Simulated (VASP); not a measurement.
Wanted: the native input for a VASP 6.6.1 run.

* Task: single point
* Functional: PBE
* Potentials or basis: VASP PAW PBE potentials, release 64 (Hg)
* Cutoff: 500 eV
* k mesh: 8 × 8 × 8
* Occupations: gaussian, width 0.05 eV
* Spin: no spin polarisation
* Dipole correction: no
* Further INCAR settings: ALGO = Normal; EDIFF = 1e-06; NBANDS = 12

The structure of Hg lies in POSCAR:

```
Hg
1.0
   -1.8896293421      1.8896293421      1.8896293421
    1.8896293421     -1.8896293421      1.8896293421
    1.8896293421      1.8896293421     -1.8896293421
Hg
1
Direct
    0.0000000000      0.0000000000      0.0000000000
```

These files were run (other wordings do the same):

INCAR

```
SYSTEM = Hg
PREC = Accurate
ENCUT = 500
EDIFF = 1E-6
ISMEAR = 0
SIGMA = 0.05
LREAL = .False.
LASPH = .True.
NELM = 120
ALGO = Normal
ISIF = 2
LWAVE = .False.
LCHARG = .True.
GGA = PE
LELF = .True.
LVHAR = .True.
NBANDS = 12
GGA_COMPAT = .False.
```

KPOINTS

```
regular mesh
0
Gamma
  8 8 8
  0 0 0
```

Potentials or basis: VASP PAW PBE potentials, release 64 (Hg).

Launch:

```bash
$ cat potpaw_PBE.64/Hg/POTCAR > POTCAR
$ mpirun -np 1 vasp_std > vasp.out
```

Results of the run:

```yaml
Pressure: 1.4 GPa
Band_gap_on_the_k_mesh: zero (band 6 reaches 4.04 eV, above the bottom of band 7 at 0.92 eV)
```

Caveat: spin-orbit coupling is left out, which moves the levels of the heavy elements.

It took 18 s on 1 thread of AMD EPYC 7R13, with other jobs on the host, peak memory 0.11 GiB.
